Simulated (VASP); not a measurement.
Input of a VASP 6.6.1 run:

File INCAR:

```
ALGO = Normal ; EDIFF = 1E-6
ENCUT = 630 ; GGA = PE
GGA_COMPAT = F ; ISIF = 2
ISMEAR = 0 ; LASPH = T
LCHARG = T ; LELF = T
LREAL = F ; LVHAR = T
LWAVE = F ; NBANDS = 58
NELM = 120 ; PREC = Accurate
SIGMA = 0.1
```

The input KPOINTS:

```
k-points
0
Gamma
  2 2 2
```

File POSCAR:

```
BeCdS4
1.0
   -5.9174030280      0.0000000000      0.0141034060
    0.0711482046      0.0000000000     -5.9679879544
    0.0000000000     -6.0058339005      0.0000000000
Be Cd S
2 2 8
Direct
    0.0000000000      0.5000000000      0.5000000000
    0.0000000000      0.0000000000      0.0000000000
    0.5000000000      0.5000000000      0.0000000000
    0.5000000000      1.0000000000      0.5000000000
    0.0722890539      0.8884083284      0.6166238135
    0.9277109461      0.1115916716      0.3833761865
    0.3676477098      0.4107636706      0.4207622785
    0.6323522902      0.5892363294      0.5792377215
    0.6323522902      0.0892363294      0.9207622785
    0.3676477098      0.9107636706      0.0792377215
    0.9277109461      0.6115916716      0.1166238135
    0.0722890539      0.3884083284      0.8833761865
```

Potentials or basis: VASP PAW PBE potentials, release 64 (Be, Cd_sv_GW, S).

Launch:

```console
$ cat potpaw_PBE.64/Be/POTCAR potpaw_PBE.64/Cd_sv_GW/POTCAR potpaw_PBE.64/S/POTCAR > POTCAR
$ mpirun -np 1 vasp_std > vasp.out
```

Estimate the band gap on the k mesh.

1.61 eV (least direct gap 1.84 eV).

What does it give for the largest force?

0.146 eV/Å.

Predict the pressure.

0.1 GPa.

Forces in eV/Å, atoms in the order of the input:
```
Be   0.000  0.000  0.000
Be   0.000  0.000  0.000
Cd   0.000  0.000  0.000
Cd   0.000  0.000  0.000
S    0.011  0.097 -0.067
S   -0.011 -0.097  0.067
S   -0.144  0.005 -0.020
S    0.144 -0.005  0.020
S    0.144  0.005  0.020
S   -0.144 -0.005 -0.020
S   -0.011  0.097  0.067
S    0.011 -0.097 -0.067
```

Caveat: the k points lie up to 0.53 Å⁻¹ apart. A k mesh can miss the band edges.
